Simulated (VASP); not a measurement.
Input of a VASP 6.6.1 run:

File INCAR:

```
PREC = Accurate
ENCUT = 1350
EDIFF = 1E-7
ISMEAR = 0
SIGMA = 0.1
LREAL = F
LASPH = T
NELM = 120
ALGO = Normal
ISIF = 3
LWAVE = F
LCHARG = F
GGA = PE
IBRION = 2
NSW = 90
EDIFFG = -0.04
GGA_COMPAT = F
NELMIN = 4
```

File KPOINTS:

```
Automatic mesh
0
Gamma
  6 6 4
```

The input POSCAR:

```
Zr3SiF2
1.0
    4.5347320400      0.0000000000      0.0000000000
   -2.2673660200      3.9271931400      0.0000000000
    0.0000000000      0.0000000000      5.8449491500
Zr Si F
3 1 2
Direct
    0.3333333300      0.6666666700      0.5000000000
    0.6666666700      0.3333333300      0.5000000000
    0.0000000000      0.0000000000      0.5000000000
    0.0000000000      0.0000000000      0.0000000000
    0.3333333300      0.6666666700      0.0000000000
    0.6666666700      0.3333333300      0.0000000000
```

Potentials or basis: VASP PAW PBE potentials, release 64 (Zr_sv, Si, F_h).

Launch:

```bash
$ cat potpaw_PBE.64/Zr_sv/POTCAR potpaw_PBE.64/Si/POTCAR potpaw_PBE.64/F_h/POTCAR > POTCAR
$ mpirun -np 1 vasp_std > vasp.out
```

What does it give for the space group after relaxing (to 0.1 Å)?

P6/mmm (No. 191).

Predict the relaxed cell.

a = 5.409 Å, b = 5.409 Å, c = 4.658 Å, α = 90.00°, β = 90.00°, γ = 120.00°.

Final structure:
```cif
data_structure
_symmetry_space_group_name_H-M 'P 1'
_symmetry_Int_Tables_number 1
_cell_length_a 5.4089
_cell_length_b 5.4089
_cell_length_c 4.6579
_cell_angle_alpha 90.000
_cell_angle_beta 90.000
_cell_angle_gamma 120.000
_cell_volume 118.02
loop_
_atom_site_label
_atom_site_type_symbol
_atom_site_fract_x
_atom_site_fract_y
_atom_site_fract_z
_atom_site_occupancy
Zr1 Zr 0.33333 0.66667 0.50000 1
Zr2 Zr 0.66667 0.33333 0.50000 1
Zr3 Zr 0.00000 0.00000 0.50000 1
Si1 Si 0.00000 0.00000 0.00000 1
F1 F 0.33333 0.66667 0.00000 1
F2 F 0.66667 0.33333 0.00000 1
```

Caveat: a cell axis changed by over 15 % at a fixed basis, so the end point is rough.
